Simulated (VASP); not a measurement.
# CdS in VASP: a series of runs

CdS is run at these levels: r2SCAN, PBE; tasks: single point.

All numbers are computed with VASP 6.6.1; they aren't measurements. Logs are shortened: lines on timing, memory, paths and dates and some standing lists are left out, and cuts for length are marked.

## 1. The cell of the first run

The structure is cubic, space group F-43m (No. 216). Conventional cell: a = 5.878 Å, b = 5.878 Å, c = 5.878 Å, α = 90.00°, β = 90.00°, γ = 90.00°. Cd (site symmetry -43m) has 4 S at 2.55 Å within 3.4 Å. S (site symmetry -43m) has 4 Cd at 2.55 Å within 3.4 Å.

## 2. Single point, r2SCAN

The input, POSCAR:

```
CdS
1.0
    0.0000000000      2.9392148365      2.9392148365
    2.9392148365      0.0000000000      2.9392148365
    2.9392148365      2.9392148365      0.0000000000
Cd S
1 1
Direct
    0.0000000000      0.0000000000      0.0000000000
    0.2500000000      0.2500000000      0.2500000000
```

The input, INCAR.step1:

```
SYSTEM = CdS
ALGO = Normal ; EDIFF = 1E-4
ENCUT = 520 ; GGA = PE
ISMEAR = 0 ; LASPH = .True.
LCHARG = .False. ; LREAL = .False.
LWAVE = .True. ; NBANDS = 16
NELM = 80 ; PREC = Accurate
SIGMA = 0.01
```

The input, INCAR.step2:

```
SYSTEM = CdS
ALGO = Normal ; EDIFF = 1E-6
ENCUT = 520 ; ISIF = 2
ISMEAR = 0 ; ISTART = 1
LASPH = .True. ; LCHARG = .False.
LMIXTAU = .True. ; LREAL = .False.
LWAVE = .False. ; METAGGA = R2SCAN
NBANDS = 16 ; NELM = 80
PREC = Accurate ; SIGMA = 0.01
```

The input, KPOINTS:

```
k-points
0
Gamma
  8 8 8
  0 0 0
```

Potentials or basis: VASP PAW PBE potentials, release 64 (Cd, S).

Command:

```bash
> cat potpaw_PBE.64/Cd/POTCAR potpaw_PBE.64/S/POTCAR > POTCAR
> cp INCAR.step1 INCAR
> mpirun -np 1 vasp_std > vasp.out
> cp INCAR.step2 INCAR
> mpirun -np 1 vasp_std > vasp.out
```

OUTCAR:

```text
SYSTEM = CdS
   EDIFF = 1E-6
   ENCUT = 520
   ISIF = 2
   ISMEAR = 0
   ISTART = 1
   LASPH = .True.
   LREAL = .False.
   METAGGA = R2SCAN
   NELM = 80
   PREC = Accurate

 ion  position               nearest neighbor table
   1  0.000  0.000  0.000-   2 2.55   2 2.55   2 2.55   2 2.55
   2  0.250  0.250  0.250-   1 2.55   1 2.55   1 2.55   1 2.55

  LATTYP: Found a face centered cubic cell.
 ALAT       =     5.8784296730

  Lattice vectors:

 A1 = (   0.0000000000,   2.9392148365,   2.9392148365)
 A2 = (   2.9392148365,   0.0000000000,   2.9392148365)
 A3 = (   2.9392148365,   2.9392148365,   0.0000000000)

Analysis of symmetry for initial positions (statically):
=====================================================================
 Subroutine PRICEL returns:
 Original cell was already a primitive cell.

 Routine SETGRP: Setting up the symmetry group for a
 face centered cubic supercell.

 Subroutine GETGRP returns: Found 24 space group operations
 (whereof 24 operations were pure point group operations)
 out of a pool of 48 trial point group operations.

The static configuration has the point symmetry T_d .

Analysis of symmetry for dynamics (positions and initial velocities):
=====================================================================
 Subroutine PRICEL returns:
 Original cell was already a primitive cell.

 Routine SETGRP: Setting up the symmetry group for a
 face centered cubic supercell.

 Subroutine GETGRP returns: Found 24 space group operations
 (whereof 24 operations were pure point group operations)
 out of a pool of 48 trial point group operations.

The dynamic configuration has the point symmetry T_d .

 Subroutine INISYM returns: Found 24 space group operations
 (whereof 24 operations are pure point group operations),
 and found     1 'primitive' translations

----------------------------------------------------------------------------------------

                                     Primitive cell

  volume of cell :      50.7837

  direct lattice vectors                    reciprocal lattice vectors
     0.000000000  2.939214837  2.939214837    -0.170113458  0.170113458  0.170113458
     2.939214837  0.000000000  2.939214837     0.170113458 -0.170113458  0.170113458
     2.939214837  2.939214837  0.000000000     0.170113458  0.170113458 -0.170113458

  length of vectors
     4.156677485  4.156677485  4.156677485     0.294645153  0.294645153  0.294645153

  position of ions in fractional coordinates (direct lattice)
     0.000000000  0.000000000  0.000000000
     0.250000000  0.250000000  0.250000000

  ion indices of the primitive-cell ions
   primitive index   ion index
                 1           1
                 2           2

----------------------------------------------------------------------------------------

 KPOINTS: k-points

Automatic generation of k-mesh.
 Grid dimensions read from file:
 generate k-points for:    8    8    8

 Generating k-lattice:

  Cartesian coordinates                     Fractional coordinates (reciprocal lattice)
    -0.021264182  0.021264182  0.021264182     0.125000000  0.000000000  0.000000000
     0.021264182 -0.021264182  0.021264182     0.000000000  0.125000000  0.000000000
     0.021264182  0.021264182 -0.021264182     0.000000000  0.000000000  0.125000000

  Length of vectors
     0.036830644  0.036830644  0.036830644

  Shift w.r.t. Gamma in fractional coordinates (k-lattice)
     0.000000000  0.000000000  0.000000000

 Subroutine IBZKPT returns following result:
 ===========================================

 Found     29 irreducible k-points:

 Following reciprocal coordinates:
            Coordinates               Weight
  0.000000  0.000000  0.000000      1.000000
  0.125000  0.000000  0.000000      8.000000
  0.250000  0.000000  0.000000      8.000000
  0.375000  0.000000  0.000000      8.000000
  0.500000  0.000000  0.000000      4.000000
  0.125000  0.125000  0.000000      6.000000
[... 16 lines left out ...]
  0.500000  0.250000  0.125000     48.000000
 -0.375000  0.250000  0.125000     24.000000
 [... further k-points ...]
   k-points           NKPTS =     29   k-points in BZ     NKDIM =     29   number of bands    NBANDS=     16
   number of dos      NEDOS =    301   number of ions     NIONS =      2
   total plane-waves  NPLWV =  32768
   dimension x,y,z NGX =    32 NGY =   32 NGZ =   32
   dimension x,y,z NGXF=    64 NGYF=   64 NGZF=   64
   ions per type =               1   1
   NGX,Y,Z   is equivalent  to a cutoff of  12.80, 12.80, 12.80 a.u.
   NGXF,Y,Z  is equivalent  to a cutoff of  25.60, 25.60, 25.60 a.u.
 SYSTEM =  CdS
   PREC   = accura    normal or accurate (medium, high low for compatibility)
   ISTART =      1    job   : 0-new  1-cont  2-samecut
   ICHARG =      0    charge: 1-file 2-atom 10-const
   ISPIN  =      1    spin polarized calculation?
   LNONCOLLINEAR =      F non collinear calculations
   LSORBIT =      F    spin-orbit coupling
   LASPH  =      T    aspherical Exc in radial PAW
   ENCUT  =  520.0 eV  38.22 Ry    6.18 a.u.   7.73  7.73  7.73*2*pi/ulx,y,z
   NELM   =     80;   NELMIN=  2; NELMDL=  0     # of ELM steps
   EDIFF  = 0.1E-05   stopping-criterion for ELM
   LREAL  =      F    real-space projection
   EDIFFG = 0.1E-04   stopping-criterion for IOM
   NSW    =      0    number of steps for IOM
   IBRION =     -1    ionic relax: 0-MD 1-quasi-New 2-CG
   NFREE  =      0    steps in history (QN), initial steepest desc. (CG)
   ISIF   =      2    stress and relaxation
   ISYM   =      2    0-nonsym 1-usesym 2-fastsym
   POTIM  = 0.5000    time-step for ionic-motion
   TEBEG  =    0.0;   TEEND  =   0.0 temperature during run
   PSTRESS=    0.0 pullay stress
   NELECT =      18.0000    total number of electrons
   NUPDOWN=      -1.0000    fix difference up-down
   EMIN   =  10.00;   EMAX   =-10.00  energy-range for DOS
   EFERMI =   0.00;   METHOD = LEGACY
   ISMEAR =     0;   SIGMA  =   0.01  broadening in eV -4-tet -1-fermi 0-gaus
   EFERMI_NEDOS =   21; number of points for ismear=-14 and -15
   IALGO  =     38    algorithm
   IMIX   =      4    mixing-type and parameters
     AMIX     =   0.40;   BMIX     =  1.00
     AMIX_MAG =   1.60;   BMIX_MAG =  1.00
  volume/ion in A,a.u.               =      25.39       171.35
  Fermi-wavevector in a.u.,A,eV,Ry     =   1.158575  2.189390 18.263062  1.342297
  Thomas-Fermi vector in A             =   2.295176
   LORBIT       =      0    0 simple, 1 ext, 2 COOP (PROOUT), +10 PAW based schemes
   METAGGA = R2SCAN    functional components
   LHFCALC =     F    Hartree Fock is set to
   AEXX    =    0.0000 exact exchange contribution
   IVDW    =     0    specifies the selected vdW correction
   LEPSILON=     F    determine dielectric tensor
   LRPA    =     F    only Hartree local field effects (RPA)
 non-spin polarized calculation
 Gauss-broadening in eV      SIGMA  =   0.01
  energy-cutoff  :      520.00
  volume of cell :       50.78
 maximum number of plane-waves:      1384
   NGX = 15   NGY = 15   NGZ = 15

 number of electron      18.0000005 magnetization

 Free energy of the ion-electron system (eV)
  ---------------------------------------------------
  ext. energy  EPLUGINS =         0.00000000
  ---------------------------------------------------
  free energy    TOTEN  =       -29.68595837 eV

  energy without entropy =      -29.68595837  energy(sigma->0) =      -29.68595837

 E-fermi :   0.9471     XC(G=0):  -9.6190

 val. band max:        0.8525047816   @ k =   0.0000   0.0000   0.0000
 cond. band min:       2.3908313011   @ k =   0.0000   0.0000   0.0000
 fundamental gap:      1.5383265195
 Fermi energy:         0.9471381289

 k-point     1 :       0.0000    0.0000    0.0000
  band No.  band energies     occupation
      1     -11.8787      2.00000
      2      -7.0334      2.00000
      3      -7.0334      2.00000
      4      -7.0334      2.00000
      5      -6.5529      2.00000
      6      -6.5529      2.00000
[... 8 lines left out ...]
     15      12.8282      0.00000
     16      12.8282      0.00000

 k-point     2 :       0.1250    0.0000    0.0000
  band No.  band energies     occupation
      1     -11.8193      2.00000
      2      -7.0112      2.00000
      3      -7.0112      2.00000
      4      -6.9763      2.00000
      5      -6.5537      2.00000
      6      -6.5537      2.00000
[... 8 lines left out ...]
     15      12.1985      0.00000
     16      13.2650      0.00000

 k-point     3 :       0.2500    0.0000    0.0000
  band No.  band energies     occupation
      1     -11.6750      2.00000
      2      -6.9627      2.00000
      3      -6.9627      2.00000
      4      -6.7782      2.00000
      5      -6.5484      2.00000
      6      -6.5484      2.00000
[... 8 lines left out ...]
     15      11.9668      0.00000
     16      12.5396      0.00000

 k-point     4 :       0.3750    0.0000    0.0000
  band No.  band energies     occupation
      1     -11.5308      2.00000
      2      -6.9244      2.00000
      3      -6.9244      2.00000
      4      -6.5297      2.00000
      5      -6.5297      2.00000
      6      -6.4291      2.00000
[... 8 lines left out ...]
     15      12.8818      0.00000
     16      12.8818      0.00000
[... 324 lines left out ...]
 k-point    22 :       0.3750    0.2500    0.1250
  band No.  band energies     occupation
      1     -11.5691      2.00000
      2      -6.9100      2.00000
      3      -6.8838      2.00000
      4      -6.7103      2.00000
      5      -6.5439      2.00000
      6      -6.4943      2.00000
[... 8 lines left out ...]
     15      13.4090      0.00000
     16      15.1468      0.00000

 k-point    23 :       0.5000    0.2500    0.1250
  band No.  band energies     occupation
      1     -11.4557      2.00000
      2      -6.8724      2.00000
      3      -6.8489      2.00000
      4      -6.6140      2.00000
      5      -6.5203      2.00000
      6      -6.2682      2.00000
[... 8 lines left out ...]
     15      14.2466      0.00000
     16      14.5205      0.00000

 k-point    24 :      -0.3750    0.2500    0.1250
  band No.  band energies     occupation
      1     -11.4093      2.00000
      2      -6.8660      2.00000
      3      -6.8325      2.00000
      4      -6.5764      2.00000
      5      -6.5271      2.00000
      6      -6.0786      2.00000
[... 8 lines left out ...]
     15      13.6668      0.00000
     16      14.6128      0.00000

 [... further k-points ...]

------------------------ aborting loop because EDIFF is reached ----------------------------------------

  FORCE on cell =-STRESS in cart. coord.  units (eV):
  Direction    XX          YY          ZZ          XY          YZ          ZX
  --------------------------------------------------------------------------------------
  -------------------------------------------------------------------------------------
  Total        0.0913333      0.0913333      0.0913333     -0.0000000      0.0000000      0.0000000
  in kB        2.8814820      2.8814820      2.8814820     -0.0000000      0.0000000      0.0000000
  external PRESSURE =       2.8814820 kB  Pullay stress =       0.0000000 kB

 VOLUME and BASIS-vectors are now :
 -----------------------------------------------------------------------------
  energy-cutoff  :      520.00
  volume of cell :       50.78
      direct lattice vectors                 reciprocal lattice vectors
     0.000000000  2.939214837  2.939214837    -0.170113458  0.170113458  0.170113458
     2.939214837  0.000000000  2.939214837     0.170113458 -0.170113458  0.170113458
     2.939214837  2.939214837  0.000000000     0.170113458  0.170113458 -0.170113458

 POSITION                                       TOTAL-FORCE (eV/Angst)
 -----------------------------------------------------------------------------------
      0.00000      0.00000      0.00000        -0.000000     -0.000000     -0.000000
      1.46961      1.46961      1.46961         0.000000      0.000000      0.000000
 -----------------------------------------------------------------------------------
    total drift:                               -0.000004     -0.000004     -0.000004

  FREE ENERGIE OF THE ION-ELECTRON SYSTEM (eV)
  ---------------------------------------------------
  free  energy   TOTEN  =       -29.6859583741 eV

  energy  without entropy=      -29.6859583741  energy(sigma->0) =      -29.68595837
```

Wall time 1.8 min (1 thread of Intel Xeon 6975P-C, shared host); peak memory 0.19 GiB.

Results:

- Free energy: -29.6860 eV
- Pressure: 0.3 GPa
- Band gap on the k mesh: 1.54 eV, direct

Levels at points of the mesh, in eV from the valence-band top:
```csv
k point,band 5,band 6,band 7,band 8,band 9,band 10,band 11,band 12,band 13,band 14
"(0.00, 0.00, 0.00)",-7.41,-7.41,0.00,0.00,0.00,1.54,7.08,7.08,7.08,11.82
"(0.50, 0.00, 0.00)",-7.37,-7.04,-4.32,-0.73,-0.73,3.44,7.48,7.48,7.83,11.49
"(0.50, 0.50, 0.00)",-7.32,-6.97,-3.87,-1.84,-1.84,3.88,4.73,9.69,11.40,11.40
```

Caveat: the PAW data sets were made with another functional, which shifts forces and pressure a little. r2SCAN opens gaps a little over a GGA but as a rule still falls short of measured ones.

## 3. Single point, PBE (uniaxial x strain +1.5%)

The input, INCAR:

```
SYSTEM = CdS
ALGO = Normal ; EDIFF = 1E-6
ENCUT = 520 ; GGA = PE
ISIF = 2 ; ISMEAR = -1
LASPH = .True. ; LCHARG = .False.
LREAL = .False. ; LWAVE = .False.
NBANDS = 16 ; NELM = 80
PREC = Accurate ; SIGMA = 0.02
```

KPOINTS is that of step 2.

The input, POSCAR:

```
CdS
1.0
    0.0000000000      2.9392148365      2.9392148365
    2.9833030590      0.0000000000      2.9392148365
    2.9833030590      2.9392148365      0.0000000000
Cd S
1 1
Direct
    0.0000000000      0.0000000000      0.0000000000
    0.2500000000      0.2500000000      0.2500000000
```

Potentials or basis: VASP PAW PBE potentials, release 64 (Cd, S).

Command:

```bash
> cat potpaw_PBE.64/Cd/POTCAR potpaw_PBE.64/S/POTCAR > POTCAR
> mpirun -np 1 vasp_std > vasp.out
```

OUTCAR:

```text
SYSTEM = CdS
   EDIFF = 1E-6
   ENCUT = 520
   GGA = PE
   ISIF = 2
   ISMEAR = -1
   LASPH = .True.
   LREAL = .False.
   NELM = 80
   PREC = Accurate

 ion  position               nearest neighbor table
   1  0.000  0.000  0.000-   2 2.56   2 2.56   2 2.56   2 2.56
   2  0.250  0.250  0.250-   1 2.56   1 2.56   1 2.56   1 2.56

  LATTYP: Found a body centered tetragonal cell.
 ALAT       =     4.1566774845
 C/A-ratio  =     1.4354267658

  Lattice vectors:

 A1 = (   2.9833030590,   0.0000000000,   2.9392148365)
 A2 = (   2.9833030590,   0.0000000000,  -2.9392148365)
 A3 = (  -2.9833030590,   2.9392148365,   0.0000000000)

Analysis of symmetry for initial positions (statically):
=====================================================================
 Subroutine PRICEL returns:
 Original cell was already a primitive cell.

 Routine SETGRP: Setting up the symmetry group for a
 body centered tetragonal supercell.

 Subroutine GETGRP returns: Found  8 space group operations
 (whereof  8 operations were pure point group operations)
 out of a pool of 16 trial point group operations.

The static configuration has the point symmetry D_2d.

Analysis of symmetry for dynamics (positions and initial velocities):
=====================================================================
 Subroutine PRICEL returns:
 Original cell was already a primitive cell.

 Routine SETGRP: Setting up the symmetry group for a
 body centered tetragonal supercell.

 Subroutine GETGRP returns: Found  8 space group operations
 (whereof  8 operations were pure point group operations)
 out of a pool of 16 trial point group operations.

The dynamic configuration has the point symmetry D_2d.

 Subroutine INISYM returns: Found  8 space group operations
 (whereof  8 operations are pure point group operations),
 and found     1 'primitive' translations

----------------------------------------------------------------------------------------

                                     Primitive cell

[... 110 lines left out ...]
     AMIX_MAG =   1.60;   BMIX_MAG =  1.00
  volume/ion in A,a.u.               =      25.77       173.92
  Fermi-wavevector in a.u.,A,eV,Ry     =   1.152840  2.178551 18.082684  1.329040
  Thomas-Fermi vector in A             =   2.289488
   LORBIT       =      0    0 simple, 1 ext, 2 COOP (PROOUT), +10 PAW based schemes
   GGA     = PE    functional components
   LHFCALC =     F    Hartree Fock is set to
   AEXX    =    0.0000 exact exchange contribution
   IVDW    =     0    specifies the selected vdW correction
   LEPSILON=     F    determine dielectric tensor
   LRPA    =     F    only Hartree local field effects (RPA)
 non-spin polarized calculation
  energy-cutoff  :      520.00
  volume of cell :       51.55
 maximum number of plane-waves:      1407
   NGX = 15   NGY = 15   NGZ = 15

 number of electron      18.0000002 magnetization

 Free energy of the ion-electron system (eV)
  ---------------------------------------------------
  ext. energy  EPLUGINS =         0.00000000
  ---------------------------------------------------
  free energy    TOTEN  =        -6.14492029 eV

  energy without entropy =       -6.14492029  energy(sigma->0) =       -6.14492029

 E-fermi :   1.4185     XC(G=0):  -8.9723

 val. band max:        1.0094432485   @ k =   0.0000   0.0000   0.0000
 cond. band min:       2.0593385937   @ k =   0.0000   0.0000   0.0000
 fundamental gap:      1.0498953453
 Fermi energy:         1.4185042078

 k-point     1 :       0.0000    0.0000    0.0000
  band No.  band energies     occupation
      1     -11.1475      2.00000
      2      -6.6087      2.00000
      3      -6.5999      2.00000
      4      -6.5999      2.00000
      5      -6.1761      2.00000
      6      -6.1714      2.00000
[... 433 lines left out ...]
      3      -6.5030      2.00000
      4      -6.2623      2.00000
      5      -6.1853      2.00000
      6      -6.1137      2.00000
[... 8 lines left out ...]
     15      12.5291      0.00000
     16      13.2025      0.00000

 [... further k-points ...]

------------------------ aborting loop because EDIFF is reached ----------------------------------------

  FORCE on cell =-STRESS in cart. coord.  units (eV):
  Direction    XX          YY          ZZ          XY          YZ          ZX
  --------------------------------------------------------------------------------------
  -------------------------------------------------------------------------------------
  Total        0.2025888      0.2955268      0.2955268      0.0000000      0.0000000      0.0000000
  in kB        6.2970347      9.1858100      9.1858100      0.0000000      0.0000000      0.0000000
  external PRESSURE =       8.2228849 kB  Pullay stress =       0.0000000 kB

 VOLUME and BASIS-vectors are now :
 -----------------------------------------------------------------------------
  energy-cutoff  :      520.00
  volume of cell :       51.55
      direct lattice vectors                 reciprocal lattice vectors
     0.000000000  2.939214837  2.939214837    -0.167599466  0.170113458  0.170113458
     2.983303059  0.000000000  2.939214837     0.167599466 -0.170113458  0.170113458
     2.983303059  2.939214837  0.000000000     0.167599466  0.170113458 -0.170113458

 POSITION                                       TOTAL-FORCE (eV/Angst)
 -----------------------------------------------------------------------------------
      0.00000      0.00000      0.00000        -0.000000      0.000000      0.000000
      1.49165      1.46961      1.46961         0.000000     -0.000000     -0.000000
 -----------------------------------------------------------------------------------
    total drift:                               -0.000001     -0.000000     -0.000000

  FREE ENERGIE OF THE ION-ELECTRON SYSTEM (eV)
  ---------------------------------------------------
  free  energy   TOTEN  =        -6.1449202930 eV

  energy  without entropy=       -6.1449202930  energy(sigma->0) =       -6.14492029
```

Wall time 55 s (1 thread of Intel Xeon 6975P-C, shared host); peak memory 0.2 GiB.

What came out:

* Free energy: -6.1449 eV
* Pressure: 0.8 GPa
* Band gap on the k mesh: 1.05 eV, direct

Caveat: the cell differs from its parent crystal (uniaxial x strain +1.5%).
